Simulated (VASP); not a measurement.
# In (P6_3/mmc) in VASP: relaxation of cell and atoms with PBE

Aim: the relaxation of cell and atoms of In with PBE.

All numbers are computed with VASP 6.6.1; they aren't measurements. Logs are shortened: lines on timing, memory, paths and dates and some standing lists are left out, and cuts for length are marked.

### Step 1. The cell of the first run

Symmetry: P6_3/mmc, No. 194, hexagonal system. Conventional cell: a = 3.331 Å, b = 3.331 Å, c = 10.880 Å, α = 90.00°, β = 90.00°, γ = 120.00°. In (site symmetry -3m) has 12 In at 3.33 Å within 4.4 Å. In (site symmetry -6m2) has 12 In at 3.33 Å within 4.4 Å.

This isn't the form of In at room conditions, which is tetragonal.

### Step 2. Relaxation of cell and atoms, PBE

INCAR

```
  PREC = Accurate
  ENCUT = 600
  EDIFF = 1E-6
  ISMEAR = -1
  SIGMA = 0.1
  LREAL = False
  LASPH = True
  NELM = 80
  ALGO = Normal
  ISIF = 3
  LWAVE = False
  LCHARG = False
  GGA = PE
  IBRION = 2
  NSW = 80
  EDIFFG = -0.01
```

KPOINTS

```
Automatic mesh
0
Gamma
  11 11 3
```

POSCAR

```
In
1.0
    3.3313943041      0.0000000000      0.0000000000
   -1.6656971520      2.8850720974      0.0000000000
    0.0000000000      0.0000000000     10.8803337972
In
4
Direct
    0.0000000000      0.0000000000      0.0000000000
    0.0000000000      0.0000000000      0.5000000000
    0.3333333333      0.6666666667      0.2500000000
    0.6666666667      0.3333333333      0.7500000000
```

Potentials or basis: VASP PAW PBE potentials, release 64 (In_d).

Launch:

```
cat potpaw_PBE.64/In_d/POTCAR > POTCAR
mpirun -np 1 vasp_std > vasp.out
```

OUTCAR:

```text
PREC = Accurate
   ENCUT = 600
   EDIFF = 1E-6
   ISMEAR = -1
   LREAL = False
   LASPH = True
   NELM = 80
   ISIF = 3
   GGA = PE
   IBRION = 2
   NSW = 80
   EDIFFG = -0.01

 ion  position               nearest neighbor table
   1  0.000  0.000  0.000-   3 3.33   4 3.33   3 3.33   4 3.33   4 3.33   3 3.33
   2  0.000  0.000  0.500-   3 3.33   4 3.33   3 3.33   4 3.33   4 3.33   3 3.33
   3  0.333  0.667  0.250-   1 3.33   2 3.33   1 3.33   2 3.33   1 3.33   2 3.33
   4  0.667  0.333  0.750-   1 3.33   2 3.33   1 3.33   2 3.33   1 3.33   2 3.33

  LATTYP: Found a hexagonal cell.
 ALAT       =     3.3313943041
 C/A-ratio  =     3.2660000000

  Lattice vectors:

 A1 = (   3.3313943041,   0.0000000000,   0.0000000000)
 A2 = (  -1.6656971520,   2.8850720974,   0.0000000000)
 A3 = (   0.0000000000,   0.0000000000,  10.8803337972)

Analysis of symmetry for initial positions (statically):
=====================================================================
 Subroutine PRICEL returns:
 Original cell was already a primitive cell.

 Routine SETGRP: Setting up the symmetry group for a
 hexagonal supercell.

 Subroutine GETGRP returns: Found 24 space group operations
 (whereof 12 operations were pure point group operations)
 out of a pool of 24 trial point group operations.

The static configuration has the point symmetry D_3d.
 The point group associated with its full space group is D_6h.

Analysis of symmetry for dynamics (positions and initial velocities):
=====================================================================
 Subroutine PRICEL returns:
 Original cell was already a primitive cell.

 Routine SETGRP: Setting up the symmetry group for a
 hexagonal supercell.

 Subroutine GETGRP returns: Found 24 space group operations
 (whereof 12 operations were pure point group operations)
 out of a pool of 24 trial point group operations.

The dynamic configuration has the point symmetry D_3d.
 The point group associated with its full space group is D_6h.

 Subroutine INISYM returns: Found 24 space group operations
 (whereof 12 operations are pure point group operations),
 and found     1 'primitive' translations

----------------------------------------------------------------------------------------

                                     Primitive cell

  volume of cell :     104.5743

  direct lattice vectors                    reciprocal lattice vectors
     3.331394304  0.000000000  0.000000000     0.300174614  0.173305894  0.000000000
    -1.665697152  2.885072097  0.000000000     0.000000000  0.346611789  0.000000000
     0.000000000  0.000000000 10.880333797     0.000000000  0.000000000  0.091908945

  length of vectors
     3.331394304  3.331394304 10.880333797     0.346611789  0.346611789  0.091908945

  position of ions in fractional coordinates (direct lattice)
     0.000000000  0.000000000  0.000000000
     0.000000000  0.000000000  0.500000000
     0.333333333  0.666666667  0.250000000
     0.666666667  0.333333333  0.750000000

  ion indices of the primitive-cell ions
   primitive index   ion index
                 1           1
                 2           2
                 3           3
                 4           4

----------------------------------------------------------------------------------------

 KPOINTS: Automatic mesh

Automatic generation of k-mesh.
 Grid dimensions read from file:
 generate k-points for:   11   11    3

 Generating k-lattice:

  Cartesian coordinates                     Fractional coordinates (reciprocal lattice)
     0.027288601  0.015755081  0.000000000     0.090909091 -0.000000000  0.000000000
     0.000000000  0.031510163  0.000000000     0.000000000  0.090909091  0.000000000
     0.000000000  0.000000000  0.030636315     0.000000000  0.000000000  0.333333333

  Length of vectors
     0.031510163  0.031510163  0.030636315

  Shift w.r.t. Gamma in fractional coordinates (k-lattice)
     0.000000000  0.000000000  0.000000000

 Subroutine IBZKPT returns following result:
 ===========================================

 Found     32 irreducible k-points:

 Following reciprocal coordinates:
            Coordinates               Weight
  0.000000  0.000000  0.000000      1.000000
  0.090909 -0.000000  0.000000      6.000000
  0.181818  0.000000  0.000000      6.000000
  0.272727  0.000000  0.000000      6.000000
  0.363636  0.000000  0.000000      6.000000
  0.454545  0.000000  0.000000      6.000000
[... 16 lines left out ...]
  0.090909  0.090909  0.333333     12.000000
  0.181818  0.090909  0.333333     24.000000
 [... further k-points ...]
   k-points           NKPTS =     32   k-points in BZ     NKDIM =     32   number of bands    NBANDS=     31
   number of dos      NEDOS =    301   number of ions     NIONS =      4
   total plane-waves  NPLWV =  70560
   dimension x,y,z NGX =    28 NGY =   28 NGZ =   90
   dimension x,y,z NGXF=    56 NGYF=   56 NGZF=  180
   ions per type =               4
   NGX,Y,Z   is equivalent  to a cutoff of  13.97, 13.97, 13.75 a.u.
   NGXF,Y,Z  is equivalent  to a cutoff of  27.95, 27.95, 27.50 a.u.
 SYSTEM =  unknown system
   PREC   = accura    normal or accurate (medium, high low for compatibility)
   ISTART =      0    job   : 0-new  1-cont  2-samecut
   ICHARG =      2    charge: 1-file 2-atom 10-const
   ISPIN  =      1    spin polarized calculation?
   LNONCOLLINEAR =      F non collinear calculations
   LSORBIT =      F    spin-orbit coupling
   LASPH  =      T    aspherical Exc in radial PAW
   ENCUT  =  600.0 eV  44.10 Ry    6.64 a.u.   6.65  6.65 21.73*2*pi/ulx,y,z
   NELM   =     80;   NELMIN=  2; NELMDL= -5     # of ELM steps
   EDIFF  = 0.1E-05   stopping-criterion for ELM
   LREAL  =      F    real-space projection
   EDIFFG = -.1E-01   stopping-criterion for IOM
   NSW    =     80    number of steps for IOM
   IBRION =      2    ionic relax: 0-MD 1-quasi-New 2-CG
   NFREE  =      1    steps in history (QN), initial steepest desc. (CG)
   ISIF   =      3    stress and relaxation
   ISYM   =      2    0-nonsym 1-usesym 2-fastsym
   POTIM  = 0.5000    time-step for ionic-motion
   TEBEG  =    0.0;   TEEND  =   0.0 temperature during run
   PSTRESS=    0.0 pullay stress
   NELECT =      52.0000    total number of electrons
   NUPDOWN=      -1.0000    fix difference up-down
   EMIN   =  10.00;   EMAX   =-10.00  energy-range for DOS
   EFERMI =   0.00;   METHOD = LEGACY
   ISMEAR =    -1;   SIGMA  =   0.10  broadening in eV -4-tet -1-fermi 0-gaus
   EFERMI_NEDOS =   21; number of points for ismear=-14 and -15
   IALGO  =     38    algorithm
   IMIX   =      4    mixing-type and parameters
     AMIX     =   0.40;   BMIX     =  1.00
     AMIX_MAG =   1.60;   BMIX_MAG =  1.00
  volume/ion in A,a.u.               =      26.14       176.43
  Fermi-wavevector in a.u.,A,eV,Ry     =   1.296983  2.450943 22.887245  1.682165
  Thomas-Fermi vector in A             =   2.428405
   LORBIT       =      0    0 simple, 1 ext, 2 COOP (PROOUT), +10 PAW based schemes
   GGA     = PE    functional components
   LHFCALC =     F    Hartree Fock is set to
   AEXX    =    0.0000 exact exchange contribution
   IVDW    =     0    specifies the selected vdW correction
   LEPSILON=     F    determine dielectric tensor
   LRPA    =     F    only Hartree local field effects (RPA)
 conjugate gradient relaxation of ions
 non-spin polarized calculation
  energy-cutoff  :      600.00
  volume of cell :      104.57
 maximum number of plane-waves:      3525
 NGX is ok and might be reduce to    28
   NGX = 13   NGY = 13   NGZ = 43

--------------------------------------- Ionic step        1  -------------------------------------------

 number of electron      51.9999990 magnetization

 Free energy of the ion-electron system (eV)
  ---------------------------------------------------
  ext. energy  EPLUGINS =         0.00000000
  ---------------------------------------------------
  free energy    TOTEN  =       -10.24403904 eV

  energy without entropy =      -10.18704860  energy(sigma->0) =      -10.21554382

------------------------ aborting loop because EDIFF is reached ----------------------------------------

  FORCE on cell =-STRESS in cart. coord.  units (eV):
  Direction    XX          YY          ZZ          XY          YZ          ZX
  --------------------------------------------------------------------------------------
  -------------------------------------------------------------------------------------
  Total        1.4106052      1.4106052      1.1983746      0.0000000     -0.0000000      0.0000000
  in kB       21.6118092     21.6118092     18.3602363      0.0000000     -0.0000000      0.0000000
  external PRESSURE =      20.5279516 kB  Pullay stress =       0.0000000 kB

 VOLUME and BASIS-vectors are now :
 -----------------------------------------------------------------------------
  energy-cutoff  :      600.00
  volume of cell :      104.57
      direct lattice vectors                 reciprocal lattice vectors
     3.331394304  0.000000000  0.000000000     0.300174614  0.173305894  0.000000000
    -1.665697152  2.885072097  0.000000000     0.000000000  0.346611789  0.000000000
     0.000000000  0.000000000 10.880333797     0.000000000  0.000000000  0.091908945
[... 191 lines left out ...]
 POSITION                                       TOTAL-FORCE (eV/Angst)
 -----------------------------------------------------------------------------------
      3.39278      0.00000      0.00000         0.000000     -0.000000     -0.000000
      3.39278      0.00000      5.51804         0.000000      0.000000     -0.000000
     -0.00000      1.95882      2.75902        -0.000000      0.000000     -0.000000
      1.69639      0.97941      8.27707        -0.000000     -0.000000      0.000000
 -----------------------------------------------------------------------------------
    total drift:                                0.000000     -0.000000      0.000000

  FREE ENERGIE OF THE ION-ELECTRON SYSTEM (eV)
  ---------------------------------------------------
  free  energy   TOTEN  =       -10.2778552326 eV

  energy  without entropy=      -10.2185797825  energy(sigma->0) =      -10.24821751

--------------------------------------- Ionic step        7  -------------------------------------------

 number of electron      51.9999993 magnetization

 Free energy of the ion-electron system (eV)
  ---------------------------------------------------
  ext. energy  EPLUGINS =         0.00000000
  ---------------------------------------------------
  free energy    TOTEN  =       -10.27788929 eV

  energy without entropy =      -10.21865999  energy(sigma->0) =      -10.24827464

 E-fermi :   6.9541     XC(G=0): -10.0192

 val. band max:        6.9503134271   @ k =   0.3636   0.0000   0.0000
 cond. band min:       6.9609119481   @ k =   0.2727   0.0909   0.0000
 fundamental gap:      0.0105985210
 Fermi energy:         6.9540872456

 k-point     1 :       0.0000    0.0000    0.0000
  band No.  band energies     occupation
      1      -7.6715      2.00000
      2      -7.6435      2.00000
      3      -7.6281      2.00000
      4      -7.6217      2.00000
      5      -7.6217      2.00000
      6      -7.6154      2.00000
[... 805 lines left out ...]
     30      11.3668      0.00000
     31      11.9822      0.00000

 [... further k-points ...]
[... 5 lines left out ...]
  --------------------------------------------------------------------------------------
  -------------------------------------------------------------------------------------
  Total        0.0223958      0.0223958     -0.0172318      0.0000000     -0.0000000      0.0000000
  in kB        0.3261639      0.3261639     -0.2509579      0.0000000     -0.0000000      0.0000000
  external PRESSURE =       0.1337899 kB  Pullay stress =       0.0000000 kB

 VOLUME and BASIS-vectors are now :
 -----------------------------------------------------------------------------
  energy-cutoff  :      600.00
  volume of cell :      110.01
      direct lattice vectors                 reciprocal lattice vectors
     3.393655326  0.000000000  0.000000000     0.294667520  0.170126372 -0.000000000
    -1.696827663  2.938991724 -0.000000000    -0.000000000  0.340252744 -0.000000000
     0.000000000  0.000000000 11.029974020    -0.000000000  0.000000000  0.090662045

 POSITION                                       TOTAL-FORCE (eV/Angst)
 -----------------------------------------------------------------------------------
     -0.00000      0.00000      0.00000        -0.000000     -0.000000      0.000000
      0.00000      0.00000      5.51499        -0.000000      0.000000      0.000000
     -0.00000      1.95933      2.75749        -0.000000      0.000000     -0.000000
      1.69683      0.97966      8.27248         0.000000     -0.000000      0.000000
 -----------------------------------------------------------------------------------
    total drift:                                0.000000     -0.000000      0.000000

  FREE ENERGIE OF THE ION-ELECTRON SYSTEM (eV)
  ---------------------------------------------------
  free  energy   TOTEN  =       -10.2778892948 eV

  energy  without entropy=      -10.2186599889  energy(sigma->0) =      -10.24827464

 reached required accuracy - stopping structural energy minimisation
```

Run time: 5.8 min. Hardware: 1 thread of Intel Xeon Platinum 8488C (Sapphire Rapids), shared host; peak memory 0.31 GiB.

Results:

- Free energy: -10.2779 eV
- Relaxed volume: 27.50 Å³/atom
- Relaxed cell: a = 3.394 Å, b = 3.394 Å, c = 11.030 Å, α = 90.00°, β = 90.00°, γ = 120.00°
- Space group after relaxing (to 0.1 Å): P6_3/mmc (No. 194)
- Energy gained by relaxing: 8.5 meV/atom
- Ionic steps: 7
- Pressure after relaxing: 0.0 GPa
- Band gap on the k mesh: zero (bands 26 and 27 overlap by 4.54 eV)

Step by step:
```
step  energy change (eV)  largest force (eV/Å)  pressure (GPa)  volume (Å³)
   1              0.0000                0.0000            2.05       104.57
   2             -0.0336                0.0000            0.16       109.73
   3             -0.0336                0.0000           -0.10       110.36
   4             -0.0337                0.0000           -0.03       110.14
   5             -0.0337                0.0000            0.01       110.02
   6             -0.0338                0.0000            0.00       110.02
   7             -0.0339                0.0000            0.01       110.01
```

Final structure:
```xyz
4
Lattice="3.3937 0.0000 0.0000 -1.6968 2.9390 0.0000 0.0000 0.0000 11.0300" Properties=species:S:1:pos:R:3 pbc="T T T"
In    0.0000    0.0000    0.0000
In    0.0000    0.0000    5.5150
In    0.0000    1.9593    2.7575
In    1.6968    0.9797    8.2725
```

Levels at points of the mesh, in eV from the Fermi level:
```csv
k point,band 21,band 22,band 23,band 24,band 25,band 26,band 27,band 28,band 29,band 30
"(0.00, 0.00, 0.00)",-9.19,-7.85,-7.85,-4.23,-3.14,3.08,3.09,7.98,7.98,8.80
```

Caveat: spin-orbit coupling is left out, which moves the levels of the heavy elements.
